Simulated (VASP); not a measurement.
# SmGaTe3 (P6/mmm) in VASP: a series of runs, part 2 of 2

VASP 6.6.1. Earlier steps stand in the parts before.

**4. Single point, PBE**

This run uses another cell than the first one, of 43.33 Å³/atom.

INCAR

```
PREC = Accurate
ENCUT = 500
EDIFF = 1E-6
ISMEAR = 0
SIGMA = 0.1
LREAL = F
LASPH = T
NELM = 200
ALGO = Normal
ISIF = 2
LWAVE = F
LCHARG = F
GGA = PE
NBANDS = 29
GGA_COMPAT = F
LMAXMIX = 6
```

KPOINTS

```
regular mesh
0
Gamma
  6 6 6
```

POSCAR

```
SmGaTe3
1.0
    6.4056105196      0.0000000000      0.0000000000
   -3.2028052598      5.5474214368      0.0000000000
    0.0000000000      0.0000000000      6.0963747813
Sm Ga Te
1 1 3
Direct
    0.0000000000      0.0000000000      0.0000000000
    0.0000000000      0.0000000000      0.5000000000
    0.5000000000      0.0000000000      0.0000000000
    0.0000000000      0.5000000000      0.0000000000
    0.5000000000      0.5000000000      0.0000000000
```

Potentials or basis: VASP PAW PBE potentials, release 64 (Sm_3, Ga_d, Te), 4f in core.

The run is started by

```console
> cat potpaw_PBE.64/Sm_3/POTCAR potpaw_PBE.64/Ga_d/POTCAR potpaw_PBE.64/Te/POTCAR > POTCAR
> mpirun -np 1 vasp_std > vasp.out
```

OUTCAR:

```text
PREC = Accurate
   ENCUT = 500
   EDIFF = 1E-6
   ISMEAR = 0
   LREAL = F
   LASPH = T
   NELM = 200
   ISIF = 2
   GGA = PE

 ion  position               nearest neighbor table
   1  0.000  0.000  0.000-   2 3.05   2 3.05   3 3.20   3 3.20   4 3.20   4 3.20   5 3.20   5 3.20

   2  0.000  0.000  0.500-   1 3.05   1 3.05
   3  0.500  0.000  0.000-   1 3.20   1 3.20   5 3.20   5 3.20   4 3.20   4 3.20
   4  0.000  0.500  0.000-   5 3.20   5 3.20   1 3.20   1 3.20   3 3.20   3 3.20
   5  0.500  0.500  0.000-   4 3.20   4 3.20   1 3.20   3 3.20   3 3.20   1 3.20

  LATTYP: Found a hexagonal cell.
 ALAT       =     6.4056105196
 C/A-ratio  =     0.9517242365

  Lattice vectors:

 A1 = (   6.4056105196,   0.0000000000,   0.0000000000)
 A2 = (  -3.2028052598,   5.5474214368,   0.0000000000)
 A3 = (   0.0000000000,   0.0000000000,   6.0963747813)

Analysis of symmetry for initial positions (statically):
=====================================================================
 Subroutine PRICEL returns:
 Original cell was already a primitive cell.

 Routine SETGRP: Setting up the symmetry group for a
 hexagonal supercell.

 Subroutine GETGRP returns: Found 24 space group operations
 (whereof 24 operations were pure point group operations)
 out of a pool of 24 trial point group operations.

The static configuration has the point symmetry D_6h.

Analysis of symmetry for dynamics (positions and initial velocities):
=====================================================================
 Subroutine PRICEL returns:
 Original cell was already a primitive cell.

 Routine SETGRP: Setting up the symmetry group for a
 hexagonal supercell.

 Subroutine GETGRP returns: Found 24 space group operations
 (whereof 24 operations were pure point group operations)
 out of a pool of 24 trial point group operations.

The dynamic configuration has the point symmetry D_6h.

 Subroutine INISYM returns: Found 24 space group operations
 (whereof 24 operations are pure point group operations),
 and found     1 'primitive' translations

----------------------------------------------------------------------------------------

                                     Primitive cell

  volume of cell :     216.6324

  direct lattice vectors                    reciprocal lattice vectors
     6.405610520  0.000000000  0.000000000     0.156113144  0.090131966  0.000000000
    -3.202805260  5.547421437  0.000000000     0.000000000  0.180263932  0.000000000
     0.000000000  0.000000000  6.096374781     0.000000000  0.000000000  0.164031910

  length of vectors
     6.405610520  6.405610520  6.096374781     0.180263932  0.180263932  0.164031910

  position of ions in fractional coordinates (direct lattice)
     0.000000000  0.000000000  0.000000000
     0.000000000  0.000000000  0.500000000
     0.500000000  0.000000000  0.000000000
     0.000000000  0.500000000  0.000000000
     0.500000000  0.500000000  0.000000000

  ion indices of the primitive-cell ions
   primitive index   ion index
                 1           1
                 2           2
                 3           3
                 4           4
                 5           5

----------------------------------------------------------------------------------------

 KPOINTS: regular mesh

Automatic generation of k-mesh.
 Grid dimensions read from file:
 generate k-points for:    6    6    6

 Generating k-lattice:

  Cartesian coordinates                     Fractional coordinates (reciprocal lattice)
     0.026018857  0.015021994  0.000000000     0.166666667 -0.000000000  0.000000000
     0.000000000  0.030043989  0.000000000     0.000000000  0.166666667  0.000000000
     0.000000000  0.000000000  0.027338652     0.000000000  0.000000000  0.166666667

  Length of vectors
     0.030043989  0.030043989  0.027338652

  Shift w.r.t. Gamma in fractional coordinates (k-lattice)
     0.000000000  0.000000000  0.000000000

 Subroutine IBZKPT returns following result:
 ===========================================

 Found     28 irreducible k-points:

 Following reciprocal coordinates:
            Coordinates               Weight
  0.000000  0.000000  0.000000      1.000000
  0.166667  0.000000  0.000000      6.000000
  0.333333  0.000000  0.000000      6.000000
  0.500000  0.000000  0.000000      3.000000
  0.166667  0.166667  0.000000      6.000000
  0.333333  0.166667  0.000000     12.000000
[... 16 lines left out ...]
  0.166667  0.000000  0.500000      6.000000
  0.333333  0.000000  0.500000      6.000000
 [... further k-points ...]
   k-points           NKPTS =     28   k-points in BZ     NKDIM =     28   number of bands    NBANDS=     29
   number of dos      NEDOS =    301   number of ions     NIONS =      5
   total plane-waves  NPLWV = 110592
   dimension x,y,z NGX =    48 NGY =   48 NGZ =   48
   dimension x,y,z NGXF=    96 NGYF=   96 NGZF=   96
   ions per type =               1   1   3
   NGX,Y,Z   is equivalent  to a cutoff of  12.46, 12.46, 13.09 a.u.
   NGXF,Y,Z  is equivalent  to a cutoff of  24.92, 24.92, 26.18 a.u.
 SYSTEM =  unknown system
   PREC   = accura    normal or accurate (medium, high low for compatibility)
   ISTART =      0    job   : 0-new  1-cont  2-samecut
   ICHARG =      2    charge: 1-file 2-atom 10-const
   ISPIN  =      1    spin polarized calculation?
   LNONCOLLINEAR =      F non collinear calculations
   LSORBIT =      F    spin-orbit coupling
   LASPH  =      T    aspherical Exc in radial PAW
   ENCUT  =  500.0 eV  36.75 Ry    6.06 a.u.  11.68 11.68 11.12*2*pi/ulx,y,z
   NELM   =    200;   NELMIN=  2; NELMDL= -5     # of ELM steps
   EDIFF  = 0.1E-05   stopping-criterion for ELM
   LREAL  =      F    real-space projection
   EDIFFG = 0.1E-04   stopping-criterion for IOM
   NSW    =      0    number of steps for IOM
   IBRION =     -1    ionic relax: 0-MD 1-quasi-New 2-CG
   NFREE  =      0    steps in history (QN), initial steepest desc. (CG)
   ISIF   =      2    stress and relaxation
   ISYM   =      2    0-nonsym 1-usesym 2-fastsym
   POTIM  = 0.5000    time-step for ionic-motion
   TEBEG  =    0.0;   TEEND  =   0.0 temperature during run
   PSTRESS=    0.0 pullay stress
   NELECT =      42.0000    total number of electrons
   NUPDOWN=      -1.0000    fix difference up-down
   EMIN   =  10.00;   EMAX   =-10.00  energy-range for DOS
   EFERMI =   0.00;   METHOD = LEGACY
   ISMEAR =     0;   SIGMA  =   0.10  broadening in eV -4-tet -1-fermi 0-gaus
   EFERMI_NEDOS =   21; number of points for ismear=-14 and -15
   IALGO  =     38    algorithm
   IMIX   =      4    mixing-type and parameters
     AMIX     =   0.40;   BMIX     =  1.00
     AMIX_MAG =   1.60;   BMIX_MAG =  1.00
  volume/ion in A,a.u.               =      43.33       292.38
  Fermi-wavevector in a.u.,A,eV,Ry     =   0.947509  1.790533 12.214955  0.897774
  Thomas-Fermi vector in A             =   2.075609
   LORBIT       =      0    0 simple, 1 ext, 2 COOP (PROOUT), +10 PAW based schemes
   GGA     = PE    functional components
   LHFCALC =     F    Hartree Fock is set to
   AEXX    =    0.0000 exact exchange contribution
   IVDW    =     0    specifies the selected vdW correction
   LEPSILON=     F    determine dielectric tensor
   LRPA    =     F    only Hartree local field effects (RPA)
 non-spin polarized calculation
 Gauss-broadening in eV      SIGMA  =   0.10
  energy-cutoff  :      500.00
  volume of cell :      216.63
 maximum number of plane-waves:      5536
 NGX is ok and might be reduce to    48
   NGX = 23   NGY = 23   NGZ = 23

 number of electron      42.0000005 magnetization

 Free energy of the ion-electron system (eV)
  ---------------------------------------------------
  ext. energy  EPLUGINS =         0.00000000
  ---------------------------------------------------
  free energy    TOTEN  =       -17.93972463 eV

  energy without entropy =      -17.92095039  energy(sigma->0) =      -17.93033751

 E-fermi :   2.6771     XC(G=0):  -7.5825

 val. band max:        2.6644775798   @ k =   0.1667   0.0000   0.5000
 cond. band min:       2.6859597152   @ k =   0.3333   0.0000   0.3333
 fundamental gap:      0.0214821354
 Fermi energy:         2.6771456554

 k-point     1 :       0.0000    0.0000    0.0000
  band No.  band energies     occupation
      1     -38.8604      2.00000
      2     -18.3079      2.00000
      3     -18.3078      2.00000
      4     -18.3078      2.00000
      5     -13.1570      2.00000
      6     -13.1570      2.00000
[... 757 lines left out ...]
     28       6.3327      0.00000
     29       6.7594      0.00000

 [... further k-points ...]
[... 5 lines left out ...]
  --------------------------------------------------------------------------------------
  -------------------------------------------------------------------------------------
  Total        0.1215489      0.1215489      0.1187693      0.0000000      0.0000000      0.0000000
  in kB        0.8989555      0.8989555      0.8783982      0.0000000      0.0000000      0.0000000
  external PRESSURE =       0.8921030 kB  Pullay stress =       0.0000000 kB

 VOLUME and BASIS-vectors are now :
 -----------------------------------------------------------------------------
  energy-cutoff  :      500.00
  volume of cell :      216.63
      direct lattice vectors                 reciprocal lattice vectors
     6.405610520  0.000000000  0.000000000     0.156113144  0.090131966  0.000000000
    -3.202805260  5.547421437  0.000000000     0.000000000  0.180263932  0.000000000
     0.000000000  0.000000000  6.096374781     0.000000000  0.000000000  0.164031910

 POSITION                                       TOTAL-FORCE (eV/Angst)
 -----------------------------------------------------------------------------------
      0.00000      0.00000      0.00000         0.000000      0.000000      0.000000
      0.00000      0.00000      3.04819         0.000000      0.000000      0.000000
      3.20281      0.00000      0.00000        -0.000000      0.000000      0.000000
     -1.60140      2.77371      0.00000         0.000000      0.000000      0.000000
      1.60140      2.77371      0.00000         0.000000      0.000000      0.000000
 -----------------------------------------------------------------------------------
    total drift:                                0.000000      0.000000      0.000000

  FREE ENERGIE OF THE ION-ELECTRON SYSTEM (eV)
  ---------------------------------------------------
  free  energy   TOTEN  =       -17.9397246254 eV

  energy  without entropy=      -17.9209503939  energy(sigma->0) =      -17.93033751
```

OSZICAR:

```text
N       E                     dE             d eps       ncg     rms          rms(c)
DAV:   1     0.293729089421E+03    0.29373E+03   -0.16551E+04  1624   0.130E+03
DAV:   2     0.983372457776E+01   -0.28390E+03   -0.27529E+03  1880   0.309E+02
DAV:   3    -0.171145261987E+02   -0.26948E+02   -0.26231E+02  2016   0.933E+01
DAV:   4    -0.183352966141E+02   -0.12208E+01   -0.12040E+01  2153   0.195E+01
DAV:   5    -0.183677815389E+02   -0.32485E-01   -0.32461E-01  2264   0.323E+00    0.950E+00
DAV:   6    -0.180381504039E+02    0.32963E+00   -0.31775E-01  1963   0.291E+00    0.589E+00
DAV:   7    -0.179407383009E+02    0.97412E-01   -0.58763E-01  1908   0.262E+00    0.726E-01
DAV:   8    -0.179358389797E+02    0.48993E-02   -0.89641E-02  1836   0.160E+00    0.331E-01
DAV:   9    -0.179378975139E+02   -0.20585E-02   -0.33410E-03  2002   0.333E-01    0.143E-01
DAV:  10    -0.179394929496E+02   -0.15954E-02   -0.15924E-03  1854   0.165E-01    0.386E-02
DAV:  11    -0.179396741365E+02   -0.18119E-03   -0.27253E-04  1957   0.757E-02    0.237E-02
DAV:  12    -0.179397211064E+02   -0.46970E-04   -0.12017E-04  1905   0.426E-02    0.763E-03
DAV:  13    -0.179397237846E+02   -0.26782E-05   -0.83333E-06  1708   0.150E-02    0.530E-03
DAV:  14    -0.179397246254E+02   -0.84077E-06   -0.44659E-06  1629   0.927E-03
   1 F= -.17939725E+02 E0= -.17930338E+02  d E =-.187742E-01
```

stdout:

```text
POSCAR found type information on POSCAR SmGaTe
 POSCAR found :  3 types and       5 ions
 scaLAPACK will be used
 LDA part: xc-table for (Slater+PW92), standard interpolation
 POSCAR, INCAR and KPOINTS ok, starting setup
 FFT: planning ... GRIDC
 FFT: planning ... GRID_SOFT
 FFT: planning ... GRID
 WAVECAR not read
 entering main loop
```

Run time: 2.8 min. Hardware: 1 thread of Intel Xeon Platinum 8259CL at 2.50GHz (Skylake/Cascade Lake), shared host; peak memory 0.43 GiB.

Results:

| Item | Value |
| --- | --- |
| Free energy | -17.9397 eV |
| Pressure | 0.1 GPa |
| Band gap on the k mesh | zero (bands 21 and 22 overlap by 2.26 eV) |

Levels at points of the mesh, in eV from the Fermi level:
| k point | band 17 | band 18 | band 19 | band 20 | band 21 | band 22 | band 23 | band 24 | band 25 | band 26 |
| --- | --- | --- | --- | --- | --- | --- | --- | --- | --- | --- |
| (0.00, 0.00, 0.00) | -3.16 | -0.69 | -0.69 | 1.00 | 1.00 | 1.07 | 1.25 | 1.32 | 1.32 | 1.86 |
| (0.50, 0.00, 0.00) | -2.25 | -1.96 | -1.89 | -1.58 | -1.09 | 0.55 | 0.88 | 1.24 | 1.95 | 2.04 |
| (0.00, 0.00, 0.50) | -2.88 | -1.46 | -0.85 | -0.85 | -0.28 | -0.28 | 1.07 | 1.87 | 2.13 | 2.13 |
| (0.50, 0.00, 0.50) | -2.33 | -1.88 | -1.81 | -1.57 | -1.55 | -1.26 | 0.92 | 1.19 | 2.04 | 2.19 |

Caveat: spin-orbit coupling is left out, which moves the levels of the heavy elements; the 4f electrons are frozen in the core, so they carry no moment and show no levels.

**5. Overview**

| cell | k mesh | gap on the mesh (eV) | pressure (GPa) |
| --- | --- | --- | --- |
| a = 6.387, b = 6.387, c = 6.204 Å, angles 90.0, 90.0, 120.0°, 5 atoms | 6 × 6 × 4 | none | 0.3 |
| a = 5.343, b = 5.343, c = 6.918 Å, angles 90.0, 90.0, 120.0°, 5 atoms | 6 × 6 × 4 | none | 33.0 |
| a = 6.406, b = 6.406, c = 6.096 Å, angles 90.0, 90.0, 120.0°, 5 atoms | 6 × 6 × 6 | none | 0.1 |

Alike in all rows: task single point; level PBE; potentials or basis VASP PAW PBE potentials, release 64 (Sm_3, Ga_d, Te), 4f in core; no spin polarisation; cutoff (eV) 500; smearing gaussian 0.1 eV.

Caveats: spin-orbit coupling is left out, which moves the levels of the heavy elements; the 4f electrons are frozen in the core, so they carry no moment and show no levels; the cell stands under pressure (at least some runs).

Total energies depend on the potentials used, so only differences within one code and one set of settings carry meaning.
